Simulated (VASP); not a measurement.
# Ag2O (Pn-3m) in VASP: further runs

Ag2O is run at these levels: PBE; tasks: single point, relaxation of cell and atoms.

Everything below comes from runs of VASP 6.6.1. Logs are shortened: lines on timing, memory, paths and dates and some standing lists are left out, and cuts for length are marked.

## (1) The cell of the first run

Symmetry: Pn-3m, No. 224, cubic system. Conventional cell: a = 4.812 Å, b = 4.812 Å, c = 4.812 Å, α = 90.00°, β = 90.00°, γ = 90.00°. Within 2.8 Å of Ag (site symmetry -3m) lie 2 O at 2.08 Å. O (site symmetry -43m) has 4 Ag at 2.08 Å within 2.8 Å.

## (2) Single point, PBE

Input file INCAR:

```
  ALGO = Normal
  EDIFF = 1E-6
  ENCUT = 600
  GGA = PE
  GGA_COMPAT = F
  ISIF = 2
  ISMEAR = 0
  LASPH = T
  LCHARG = F
  LREAL = F
  LWAVE = F
  NBANDS = 37
  NELM = 120
  PREC = Accurate
  SIGMA = 0.1
```

Input file KPOINTS:

```
k-points
0
Gamma
  8 8 8
```

Input file POSCAR:

```
Ag2O
1.0
    4.8119826195      0.0000000000      0.0000000000
    0.0000000000      4.8119826195      0.0000000000
    0.0000000000      0.0000000000      4.8119826195
Ag O
4 2
Direct
    0.2500000000      0.2500000000      0.2500000000
    0.2500000000      0.7500000000      0.7500000000
    0.7500000000      0.7500000000      0.2500000000
    0.7500000000      0.2500000000      0.7500000000
    0.0000000000      0.0000000000      0.0000000000
    0.5000000000      0.5000000000      0.5000000000
```

Potentials or basis: VASP PAW PBE potentials, release 64 (Ag, O).

On the command line:

```bash
cat potpaw_PBE.64/Ag/POTCAR potpaw_PBE.64/O/POTCAR > POTCAR
mpirun -np 1 vasp_std > vasp.out
```

OUTCAR:

```text
EDIFF = 1E-6
   ENCUT = 600
   GGA = PE
   ISIF = 2
   ISMEAR = 0
   LASPH = T
   LREAL = F
   NELM = 120
   PREC = Accurate

 ion  position               nearest neighbor table
   1  0.250  0.250  0.250-   5 2.08   6 2.08   4 3.40   2 3.40   3 3.40   2 3.40   4 3.40   2 3.40
                             3 3.40   2 3.40   3 3.40   4 3.40   4 3.40   3 3.40
   2  0.250  0.750  0.750-   5 2.08   6 2.08   4 3.40   1 3.40   3 3.40   1 3.40   3 3.40   1 3.40
                             4 3.40   1 3.40   3 3.40   4 3.40   3 3.40   4 3.40
   3  0.750  0.750  0.250-   5 2.08   6 2.08   4 3.40   1 3.40   2 3.40   2 3.40   4 3.40   1 3.40
                             4 3.40   4 3.40   1 3.40   2 3.40   2 3.40   1 3.40
   4  0.750  0.250  0.750-   5 2.08   6 2.08   3 3.40   1 3.40   2 3.40   1 3.40   3 3.40   2 3.40
                             3 3.40   3 3.40   1 3.40   2 3.40   1 3.40   2 3.40
   5  0.000  0.000  0.000-   1 2.08   2 2.08   3 2.08   4 2.08
   6  0.500  0.500  0.500-   1 2.08   2 2.08   3 2.08   4 2.08

  LATTYP: Found a simple cubic cell.
 ALAT       =     4.8119826195

  Lattice vectors:

 A1 = (   4.8119826195,   0.0000000000,   0.0000000000)
 A2 = (   0.0000000000,   4.8119826195,   0.0000000000)
 A3 = (   0.0000000000,   0.0000000000,   4.8119826195)

Analysis of symmetry for initial positions (statically):
=====================================================================
 Subroutine PRICEL returns:
 Original cell was already a primitive cell.

 Routine SETGRP: Setting up the symmetry group for a
 simple cubic supercell.

 Subroutine GETGRP returns: Found 48 space group operations
 (whereof 24 operations were pure point group operations)
 out of a pool of 48 trial point group operations.

The static configuration has the point symmetry T_d .
 The point group associated with its full space group is O_h .

Analysis of symmetry for dynamics (positions and initial velocities):
=====================================================================
 Subroutine PRICEL returns:
 Original cell was already a primitive cell.

 Routine SETGRP: Setting up the symmetry group for a
 simple cubic supercell.

 Subroutine GETGRP returns: Found 48 space group operations
 (whereof 24 operations were pure point group operations)
 out of a pool of 48 trial point group operations.

The dynamic configuration has the point symmetry T_d .
 The point group associated with its full space group is O_h .

 Subroutine INISYM returns: Found 48 space group operations
 (whereof 24 operations are pure point group operations),
 and found     1 'primitive' translations

----------------------------------------------------------------------------------------

                                     Primitive cell

  volume of cell :     111.4223

  direct lattice vectors                    reciprocal lattice vectors
     4.811982620  0.000000000  0.000000000     0.207814549  0.000000000  0.000000000
     0.000000000  4.811982620  0.000000000     0.000000000  0.207814549  0.000000000
     0.000000000  0.000000000  4.811982620     0.000000000  0.000000000  0.207814549

  length of vectors
     4.811982620  4.811982620  4.811982620     0.207814549  0.207814549  0.207814549

  position of ions in fractional coordinates (direct lattice)
     0.250000000  0.250000000  0.250000000
     0.250000000  0.750000000  0.750000000
     0.750000000  0.750000000  0.250000000
     0.750000000  0.250000000  0.750000000
     0.000000000  0.000000000  0.000000000
     0.500000000  0.500000000  0.500000000

  ion indices of the primitive-cell ions
   primitive index   ion index
                 1           1
                 2           2
                 3           3
                 4           4
                 5           5
                 6           6

----------------------------------------------------------------------------------------

 KPOINTS: k-points

Automatic generation of k-mesh.
 Grid dimensions read from file:
 generate k-points for:    8    8    8

 Generating k-lattice:

  Cartesian coordinates                     Fractional coordinates (reciprocal lattice)
     0.025976819  0.000000000  0.000000000     0.125000000  0.000000000  0.000000000
     0.000000000  0.025976819  0.000000000     0.000000000  0.125000000  0.000000000
     0.000000000  0.000000000  0.025976819     0.000000000  0.000000000  0.125000000

  Length of vectors
     0.025976819  0.025976819  0.025976819

  Shift w.r.t. Gamma in fractional coordinates (k-lattice)
     0.000000000  0.000000000  0.000000000

 Subroutine IBZKPT returns following result:
 ===========================================

 Found     35 irreducible k-points:

 Following reciprocal coordinates:
            Coordinates               Weight
  0.000000  0.000000  0.000000      1.000000
  0.125000  0.000000  0.000000      6.000000
  0.250000  0.000000  0.000000      6.000000
  0.375000  0.000000  0.000000      6.000000
  0.500000  0.000000  0.000000      3.000000
  0.125000  0.125000  0.000000     12.000000
[... 16 lines left out ...]
  0.375000  0.375000  0.125000     24.000000
  0.500000  0.375000  0.125000     24.000000
 [... further k-points ...]
   k-points           NKPTS =     35   k-points in BZ     NKDIM =     35   number of bands    NBANDS=     37
   number of dos      NEDOS =    301   number of ions     NIONS =      6
   total plane-waves  NPLWV =  64000
   dimension x,y,z NGX =    40 NGY =   40 NGZ =   40
   dimension x,y,z NGXF=    80 NGYF=   80 NGZF=   80
   ions per type =               4   2
   NGX,Y,Z   is equivalent  to a cutoff of  13.82, 13.82, 13.82 a.u.
   NGXF,Y,Z  is equivalent  to a cutoff of  27.64, 27.64, 27.64 a.u.
 SYSTEM =  unknown system
   PREC   = accura    normal or accurate (medium, high low for compatibility)
   ISTART =      0    job   : 0-new  1-cont  2-samecut
   ICHARG =      2    charge: 1-file 2-atom 10-const
   ISPIN  =      1    spin polarized calculation?
   LNONCOLLINEAR =      F non collinear calculations
   LSORBIT =      F    spin-orbit coupling
   LASPH  =      T    aspherical Exc in radial PAW
   ENCUT  =  600.0 eV  44.10 Ry    6.64 a.u.   9.61  9.61  9.61*2*pi/ulx,y,z
   NELM   =    120;   NELMIN=  2; NELMDL= -5     # of ELM steps
   EDIFF  = 0.1E-05   stopping-criterion for ELM
   LREAL  =      F    real-space projection
   EDIFFG = 0.1E-04   stopping-criterion for IOM
   NSW    =      0    number of steps for IOM
   IBRION =     -1    ionic relax: 0-MD 1-quasi-New 2-CG
   NFREE  =      0    steps in history (QN), initial steepest desc. (CG)
   ISIF   =      2    stress and relaxation
   ISYM   =      2    0-nonsym 1-usesym 2-fastsym
   POTIM  = 0.5000    time-step for ionic-motion
   TEBEG  =    0.0;   TEEND  =   0.0 temperature during run
   PSTRESS=    0.0 pullay stress
   NELECT =      56.0000    total number of electrons
   NUPDOWN=      -1.0000    fix difference up-down
   EMIN   =  10.00;   EMAX   =-10.00  energy-range for DOS
   EFERMI =   0.00;   METHOD = LEGACY
   ISMEAR =     0;   SIGMA  =   0.10  broadening in eV -4-tet -1-fermi 0-gaus
   EFERMI_NEDOS =   21; number of points for ismear=-14 and -15
   IALGO  =     38    algorithm
   IMIX   =      4    mixing-type and parameters
     AMIX     =   0.40;   BMIX     =  1.00
     AMIX_MAG =   1.60;   BMIX_MAG =  1.00
  volume/ion in A,a.u.               =      18.57       125.32
  Fermi-wavevector in a.u.,A,eV,Ry     =   1.301608  2.459682 23.050755  1.694183
  Thomas-Fermi vector in A             =   2.432730
   LORBIT       =      0    0 simple, 1 ext, 2 COOP (PROOUT), +10 PAW based schemes
   GGA     = PE    functional components
   LHFCALC =     F    Hartree Fock is set to
   AEXX    =    0.0000 exact exchange contribution
   IVDW    =     0    specifies the selected vdW correction
   LEPSILON=     F    determine dielectric tensor
   LRPA    =     F    only Hartree local field effects (RPA)
 non-spin polarized calculation
 Gauss-broadening in eV      SIGMA  =   0.10
  energy-cutoff  :      600.00
  volume of cell :      111.42
 maximum number of plane-waves:      3767
 NGX is ok and might be reduce to    40
   NGX = 19   NGY = 19   NGZ = 19

 number of electron      55.9999978 magnetization

 Free energy of the ion-electron system (eV)
  ---------------------------------------------------
  ext. energy  EPLUGINS =         0.00000000
  ---------------------------------------------------
  free energy    TOTEN  =       -21.46334949 eV

  energy without entropy =      -21.46217801  energy(sigma->0) =      -21.46276375

 E-fermi :   4.0487     XC(G=0): -10.2143

 val. band max:        3.9869811571   @ k =   0.0000   0.0000   0.0000
 cond. band min:       4.1345724944   @ k =   0.1250   0.0000   0.0000
 fundamental gap:      0.1475913373
 Fermi energy:         4.0487431374

 k-point     1 :       0.0000    0.0000    0.0000
  band No.  band energies     occupation
      1     -14.4126      2.00000
      2     -13.8309      2.00000
      3      -2.3553      2.00000
      4      -2.3553      2.00000
      5      -2.3553      2.00000
      6      -0.2698      2.00000
[... 29 lines left out ...]
     36      12.6170      0.00000
     37      12.6170      0.00000

 k-point     2 :       0.1250    0.0000    0.0000
  band No.  band energies     occupation
      1     -14.3914      2.00000
      2     -13.8541      2.00000
      3      -2.3062      2.00000
      4      -2.3062      2.00000
      5      -2.2872      2.00000
      6      -0.2043      2.00000
[... 29 lines left out ...]
     36      12.4186      0.00000
     37      12.4186      0.00000

 k-point     3 :       0.2500    0.0000    0.0000
  band No.  band energies     occupation
      1     -14.3307      2.00000
      2     -13.9196      2.00000
      3      -2.1676      2.00000
      4      -2.1676      2.00000
      5      -2.0877      2.00000
      6      -0.4260      2.00000
[... 29 lines left out ...]
     36      12.0238      0.00000
     37      12.0238      0.00000

 k-point     4 :       0.3750    0.0000    0.0000
  band No.  band energies     occupation
      1     -14.2388      2.00000
      2     -14.0164      2.00000
      3      -1.9775      2.00000
      4      -1.9775      2.00000
      5      -1.7708      2.00000
      6      -0.8900      2.00000
[... 29 lines left out ...]
     36      11.7069      0.00000
     37      11.7069      0.00000
[... 683 lines left out ...]
      1     -14.1928      2.00000
      2     -14.0564      2.00000
      3      -2.0033      2.00000
      4      -1.9866      2.00000
      5      -1.5757      2.00000
      6      -1.0627      2.00000
[... 29 lines left out ...]
     36      12.5800      0.00000
     37      13.7097      0.00000

 k-point    23 :       0.3750    0.3750    0.1250
  band No.  band energies     occupation
      1     -14.2143      2.00000
      2     -14.0317      2.00000
      3      -2.0978      2.00000
      4      -1.9997      2.00000
      5      -1.5982      2.00000
      6      -1.0516      2.00000
[... 29 lines left out ...]
     36      12.9378      0.00000
     37      13.1752      0.00000

 k-point    24 :       0.5000    0.3750    0.1250
  band No.  band energies     occupation
      1     -14.2115      2.00000
      2     -14.0332      2.00000
      3      -2.0495      2.00000
      4      -2.0444      2.00000
      5      -1.6539      2.00000
      6      -0.9753      2.00000
[... 29 lines left out ...]
     36      12.5635      0.00000
     37      13.2546      0.00000

 [... further k-points ...]

------------------------ aborting loop because EDIFF is reached ----------------------------------------

  FORCE on cell =-STRESS in cart. coord.  units (eV):
  Direction    XX          YY          ZZ          XY          YZ          ZX
  --------------------------------------------------------------------------------------
  -------------------------------------------------------------------------------------
  Total       -0.0972401     -0.0972401     -0.0972401      0.0000000      0.0000000      0.0000000
  in kB       -1.3982474     -1.3982474     -1.3982474      0.0000000      0.0000000      0.0000000
  external PRESSURE =      -1.3982474 kB  Pullay stress =       0.0000000 kB

 VOLUME and BASIS-vectors are now :
 -----------------------------------------------------------------------------
  energy-cutoff  :      600.00
  volume of cell :      111.42
      direct lattice vectors                 reciprocal lattice vectors
     4.811982620  0.000000000  0.000000000     0.207814549  0.000000000  0.000000000
     0.000000000  4.811982620  0.000000000     0.000000000  0.207814549  0.000000000
     0.000000000  0.000000000  4.811982620     0.000000000  0.000000000  0.207814549

 POSITION                                       TOTAL-FORCE (eV/Angst)
 -----------------------------------------------------------------------------------
      1.20300      1.20300      1.20300        -0.000000      0.000000     -0.000000
      1.20300      3.60899      3.60899        -0.000000      0.000000     -0.000000
      3.60899      3.60899      1.20300         0.000000     -0.000000      0.000000
      3.60899      1.20300      3.60899         0.000000      0.000000      0.000000
      0.00000      0.00000      0.00000        -0.000000     -0.000000      0.000000
      2.40599      2.40599      2.40599        -0.000000     -0.000000      0.000000
 -----------------------------------------------------------------------------------
    total drift:                                0.000000      0.000000     -0.000000

  FREE ENERGIE OF THE ION-ELECTRON SYSTEM (eV)
  ---------------------------------------------------
  free  energy   TOTEN  =       -21.4633494855 eV

  energy  without entropy=      -21.4621780051  energy(sigma->0) =      -21.46276375
```

Run time: 59 s. Hardware: 1 thread of Intel Xeon 6975P-C (Granite Rapids), shared host; peak memory 0.32 GiB.

What came out:

| Quantity | Value |
| --- | --- |
| Free energy | -21.4633 eV |
| Pressure | -0.1 GPa |
| Band gap on the k mesh | zero (filled and empty bands touch) |

## (3) Relaxation of cell and atoms, PBE

This run uses another cell than the first one, of 17.50 Å³/atom, 0.943 times its volume.

Input file INCAR:

```
PREC = Accurate
ENCUT = 600
EDIFF = 1E-7
ISMEAR = 0
SIGMA = 0.1
LREAL = False
LASPH = True
NELM = 120
ALGO = Normal
ISIF = 3
LWAVE = False
LCHARG = False
GGA = PE
IBRION = 2
NSW = 100
EDIFFG = -0.005
GGA_COMPAT = False
NELMIN = 4
```

Input file KPOINTS:

```
regular mesh
0
Gamma
  8 8 8
```

POSCAR: that of step 2 with these lines changed.

```diff
@@ -2,5 +2,5 @@
 1.0
-    4.8119826195      0.0000000000      0.0000000000
-    0.0000000000      4.8119826195      0.0000000000
-    0.0000000000      0.0000000000      4.8119826195
+    4.7180000000      0.0000000000      0.0000000000
+    0.0000000000      4.7180000000      0.0000000000
+    0.0000000000      0.0000000000      4.7180000000
 Ag O
```

Potentials or basis: VASP PAW PBE potentials, release 64 (Ag, O).

On the command line:

```bash
cat potpaw_PBE.64/Ag/POTCAR potpaw_PBE.64/O/POTCAR > POTCAR
mpirun -np 1 vasp_std > vasp.out
```

Wall time 2.5 min (1 thread of Intel Xeon 6975P-C (Granite Rapids), shared host); peak memory 0.3 GiB.

The run converged. Its results:

```yaml
Free_energy: -21.4566 eV
Relaxed_volume: 18.53 Å³/atom
Relaxed_cell: a = 4.809 Å, b = 4.809 Å, c = 4.809 Å, α = 90.00°, β = 90.00°, γ = 90.00°
Space_group_after_relaxing_to_0.05_Å: Pn-3m (No. 224)
Energy_gained_by_relaxing: 14.1 meV/atom
Ionic_steps: 3
Pressure_after_relaxing: 0.0 GPa
Band_gap_on_the_k_mesh: zero (filled and empty bands touch)
```

Step by step:
```csv
step,energy change (eV),largest force (eV/Å),pressure (GPa),volume (Å³)
1,0.0000,0.0000,4.67,105.02
2,-0.0791,0.0000,-1.05,112.96
3,-0.0849,0.0000,0.01,111.19
```

Final structure:
```
Ag O
1.0
     4.80868    0.00000    0.00000
     0.00000    4.80868    0.00000
     0.00000    0.00000    4.80868
Ag O
4 2
Cartesian
  1.2022 1.2022 1.2022
  1.2022 3.6065 3.6065
  3.6065 3.6065 1.2022
  3.6065 1.2022 3.6065
  0.0000 0.0000 0.0000
  2.4043 2.4043 2.4043
```

Levels at points of the mesh, in eV from the Fermi level:
```csv
k point,band 26,band 27,band 28,band 29,band 30,band 31
"(0.00, 0.00, 0.00)",-0.11,-0.06,-0.06,-0.06,2.17,2.17
"(0.50, 0.00, 0.00)",-1.55,-0.49,-0.49,1.96,1.96,4.73
"(0.50, 0.50, 0.00)",-1.56,-0.82,-0.82,2.06,2.06,3.64
"(0.50, 0.50, 0.50)",-0.70,-0.70,-0.70,2.67,2.67,2.67
```

## (4) Single point, PBE (volume scaled by 1.10)

Input file INCAR:

```
PREC = Accurate
ENCUT = 600
EDIFF = 1E-6
ISMEAR = 0
SIGMA = 0.1
LREAL = False
LASPH = True
NELM = 120
ALGO = Normal
ISIF = 2
LWAVE = False
LCHARG = False
GGA = PE
NBANDS = 37
GGA_COMPAT = False
```

Input file KPOINTS:

```
Automatic mesh
0
Gamma
  8 8 8
```

POSCAR: that of step 3 with these lines changed.

```diff
@@ -2,5 +2,5 @@
 1.0
-    4.7180000000      0.0000000000      0.0000000000
-    0.0000000000      4.7180000000      0.0000000000
-    0.0000000000      0.0000000000      4.7180000000
+    4.9673139741      0.0000000000      0.0000000000
+    0.0000000000      4.9673139741      0.0000000000
+    0.0000000000      0.0000000000      4.9673139741
 Ag O
```

On the command line:

```bash
cat potpaw_PBE.64/Ag/POTCAR potpaw_PBE.64/O/POTCAR > POTCAR
mpirun -np 1 vasp_std > vasp.out
```

It took 75 s on 1 thread of Intel Xeon 6975P-C (Granite Rapids), shared host; peak memory 0.32 GiB.

It converged, with:

```yaml
Free_energy: -21.2660 eV
Pressure: -5.3 GPa
Band_gap_on_the_k_mesh: zero (filled and empty bands touch)
```

Levels at points of the mesh, in eV from the Fermi level:
| k point | band 24 | band 25 | band 26 | band 27 | band 28 | band 29 | band 30 | band 31 | band 32 | band 33 |
| --- | --- | --- | --- | --- | --- | --- | --- | --- | --- | --- |
| (0.00, 0.00, 0.00) | -2.34 | -2.34 | -0.18 | -0.04 | -0.04 | -0.04 | 2.52 | 2.52 | 6.54 | 6.54 |
| (0.50, 0.00, 0.00) | -2.12 | -1.31 | -1.31 | -0.40 | -0.40 | 1.89 | 1.89 | 4.82 | 4.82 | 6.30 |
| (0.50, 0.50, 0.00) | -1.65 | -1.32 | -1.32 | -0.68 | -0.68 | 2.12 | 2.12 | 3.57 | 3.57 | 6.46 |
| (0.50, 0.50, 0.50) | -2.40 | -1.71 | -0.60 | -0.60 | -0.60 | 2.95 | 2.95 | 2.95 | 4.44 | 4.44 |

Caveat: the cell differs from its parent crystal (volume scaled by 1.10).

## (5) The runs side by side

```tsv
task	cell	gap on the mesh (eV)	pressure (GPa)
single point	a = 4.812 Å, 6 atoms	none	-0.1
relaxation of cell and atoms	relaxed from a = 4.718 Å, 6 atoms	none	0.0
single point	a = 4.967 Å, 6 atoms	none	-5.3
```

Alike in all rows: level PBE; potentials or basis VASP PAW PBE potentials, release 64 (Ag, O); no spin polarisation; k mesh 8 × 8 × 8; cutoff (eV) 600; smearing gaussian 0.1 eV.

Total energies depend on the potentials used, so only differences within one code and one set of settings carry meaning.
